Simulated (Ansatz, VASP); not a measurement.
WSe2: VASP beside Ansatz

File INCAR:

```
SYSTEM = WSe2
PREC = Accurate
ENCUT = 520
EDIFF = 1E-6
ISMEAR = 0
SIGMA = 0.02
LREAL = .FALSE.
LASPH = .TRUE.
NELM = 80
ALGO = Normal
ISIF = 2
LWAVE = .FALSE.
LCHARG = .TRUE.
LDIPOL = .TRUE.
IDIPOL = 3
DIPOL = 0.5 0.5 0.500
GGA = PE
IVDW = 12
LELF = .TRUE.
LVHAR = .TRUE.
LVACPOTAV = .TRUE.
NBANDS = 20
```

Contents of KPOINTS:

```
Automatic mesh
0
G
  9 9 1
  0 0 0
```

File POSCAR:

```
WSe2
1.0
    3.4170000000      0.0000000000      0.0000000000
   -1.7085000000      2.9592088047      0.0000000000
    0.0000000000      0.0000000000     32.7373831004
Se W
2 1
Direct
    0.3333333333      0.6666666667      0.4503167374
    0.3333333333      0.6666666667      0.5496832626
    0.6666666667      0.3333333333      0.5000000000
```

Input for Ansatz:

```yaml
crystal:
  lattice:
    - [3.417, 0.0, 0.0]
    - [-1.7085, 2.9592088047, 0.0]
    - [0.0, 0.0, 32.7373831004]
  atoms:
    - { symbol: Se, position: [0.3333333333, 0.6666666667, 0.4503167374] }
    - { symbol: W, position: [0.6666666667, 0.3333333333, 0.5] }
    - { symbol: Se, position: [0.3333333333, 0.6666666667, 0.5496832626] }
  periodic: [true, true, false]
basis:
  ecutwfc: 420
kpoints:
  mp_grid: { grid: [9, 9, 1] }
hamiltonian:
  xc: pbe
  pseudopotentials: { kind: paw, azcp: { folder: soft_1 } }
  dispersion: d3bj
scf:
  occupations: { method: gaussian, width: 0.02 }
output:
  forces: true
  stress: true
  eigenvalues: true
```

Alike in both runs: task single point; functional PBE; dispersion D3(BJ); k mesh 9 × 9 × 1; occupations gaussian, width 0.02 eV; no spin polarisation.

```csv
,VASP,Ansatz
version,VASP 6.6.1,Ansatz 0.2.0
potentials or method,"VASP PAW PBE potentials, release 64 (Se, W_sv), cutoff 520 eV","scalar-relativistic, plane waves, PAW"
valence electrons in the cell,26,46
```

VASP gave:

| Item | Value |
| --- | --- |
| gap on the k mesh at the Fermi level (eV) | 1.12 |
| least direct gap on the mesh (eV) | 1.20 |
| rms of the force components (eV/Å) | 0.113 |

**Question.** Estimate Ansatz's values.

**Answer.** gap on the k mesh at the Fermi level (eV): 1.13; least direct gap on the mesh (eV): 1.20; rms of the force components (eV/Å): 0.092.

VASP's potentials hold 26 valence electrons a cell and Ansatz's 46, so a difference there can come from the potentials and not from the codes.

Spin-orbit coupling is off throughout.
